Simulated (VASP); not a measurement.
A run of VASP 6.6.1 is set up as follows.

INCAR

```
ALGO     = Normal         # electronic algorithm
EDIFF    = 1E-7           # SCF threshold, eV
ENCUT    = 520            # plane-wave cutoff, eV
GGA      = PE             # functional
ISIF     = 2              # what is computed and relaxed
ISMEAR   = -1             # smearing method
LASPH    = T              # aspherical terms in the spheres
LCHARG   = F              # write CHGCAR
LREAL    = F              # projectors in reciprocal space
LWAVE    = F              # write WAVECAR
NBANDS   = 12             # bands
NELM     = 80             # most SCF steps
PREC     = Accurate       # precision mode
SIGMA    = 0.08           # smearing width, eV
```

Contents of KPOINTS:

```
k-points
0
Gamma
  18 18 18
```

The input POSCAR:

```
Cd
1.0
    0.0000000000      1.7851061994      1.7851061994
    1.7851061994      0.0000000000      1.7851061994
    1.7851061994      1.7851061994      0.0000000000
Cd
1
Direct
    0.0000000000      0.0000000000      0.0000000000
```

Potentials or basis: VASP PAW PBE potentials, release 64 (Cd).

The run is started by

```sh
$ cat potpaw_PBE.64/Cd/POTCAR > POTCAR
$ mpirun -np 1 vasp_std > vasp.out
```

**Question.** What does it give for the band gap on the k mesh?

**Answer.** Zero (band 6 reaches 12.32 eV, above the bottom of band 7 at 10.70 eV).

**Question.** Estimate the pressure.

**Answer.** 218.3 GPa.
